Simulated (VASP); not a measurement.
CuI:

```
I Cu
1.0
     0.00000    3.03150    3.03150
     3.03150    0.00000    3.03150
     3.03150    3.03150    0.00000
I Cu
1 1
Direct
  0.00000 0.00000 0.00000
  0.75000 0.75000 0.75000
```

* Program: VASP 6.6.1
* Task: relaxation of cell and atoms
* Functional: PBE
* Dispersion: D3(BJ)
* Potentials or basis: VASP PAW PBE potentials, release 64 (I, Cu)
* Cutoff: 600 eV
* k mesh: 8 × 8 × 8
* Occupations: fermi-dirac, width 0.05 eV
* Spin: no spin polarisation

At the start: pressure -1.9 GPa; volume 27.86 Å³/atom.

Q: Where does the relaxation end?

A: Over 3 steps the energy falls by 7.5 meV/atom and the volume is 26.65 Å³/atom (-4.3 %); space group F-43m (No. 216, to 0.1 Å) before and after.

The path:
```csv
step,energy change (eV),largest force (eV/Å),pressure (GPa),volume (Å³)
1,0.0000,0.0000,-1.91,55.72
2,-0.0150,0.0000,0.19,53.09
3,-0.0151,0.0000,-0.02,53.30
```

Final structure:
```
I Cu
1.0
     0.00000    2.98690    2.98690
     2.98690    0.00000    2.98690
     2.98690    2.98690    0.00000
I Cu
1 1
Direct
  0.00000 0.00000 0.00000
  0.75000 0.75000 0.75000
```
